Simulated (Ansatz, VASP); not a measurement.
# SrCl2: VASP beside Ansatz

```
CELL_PARAMETERS angstrom
0.00000 3.47862 3.47862
3.47862 0.00000 3.47862
3.47862 3.47862 0.00000
ATOMIC_POSITIONS crystal
Sr 0.00000 0.00000 0.00000
Cl 0.25000 0.25000 0.25000
Cl 0.75000 0.75000 0.75000
```

Alike in both runs: functional PBE; dispersion D3(BJ); k mesh 6 × 6 × 6; occupations gaussian, width 0.02 eV; no spin polarisation.

Ansatz relaxed the structure, and its values are those at the end. VASP's run is a single point on that final structure, the one shown.

```csv
,VASP,Ansatz
version,VASP 6.6.1,Ansatz 0.2.0
potentials or method,"VASP PAW PBE potentials, release 64 (Sr_sv, Cl), cutoff 500 eV","scalar-relativistic, plane waves, PAW"
valence electrons in the cell,24,24
```

Ansatz gave:

* gap on the k mesh at the Fermi level (eV): 5.38
* least direct gap on the mesh (eV): 5.50
* pressure (GPa): 0.0

**Question.** Estimate VASP's values.

**Answer.** gap on the k mesh at the Fermi level (eV): 5.37; least direct gap on the mesh (eV): 5.50; pressure (GPa): 0.1.
